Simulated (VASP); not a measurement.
Input of a VASP 6.6.1 run:

The input INCAR:

```
SYSTEM = Cu
ALGO = Fast ; EDIFF = 1E-7
ENCUT = 520 ; GGA = PS
ISIF = 2 ; ISMEAR = 0
LASPH = .True. ; LCHARG = .False.
LREAL = .False. ; LWAVE = .False.
NBANDS = 30 ; NELM = 80
PREC = Accurate ; SIGMA = 0.1
```

The input KPOINTS:

```
k-points
0
Gamma
  24 24 6
  0 0 0
```

Contents of POSCAR:

```
Cu
1.0
    2.5386969167      0.0000000000      0.0000000000
   -1.2693484584      2.1985760224      0.0000000000
    0.0000000000      0.0000000000      7.9881971362
Cu
4
Direct
    0.0000000000      0.0000000000      0.0000000000
    0.3333333336      0.6666666664      0.2500000000
    0.0000000000      0.0000000000      0.5000000000
    0.6666666664      0.3333333336      0.7500000000
```

Potentials or basis: VASP PAW PBE potentials, release 64 (Cu).

Command:

```sh
$ cat potpaw_PBE.64/Cu/POTCAR > POTCAR
$ mpirun -np 1 vasp_std > vasp.out
```

(1) What does it give for the pressure?

(2) Predict the band gap on the k mesh.

Answers

(1) 3.7 GPa.

(2) zero (band 22 reaches 11.36 eV, above the bottom of band 23 at 6.29 eV).

Caveat: the cell differs from its parent crystal (uniaxial strain along c: -3.0 %); the PAW data sets were made with another functional, which shifts forces and pressure a little.
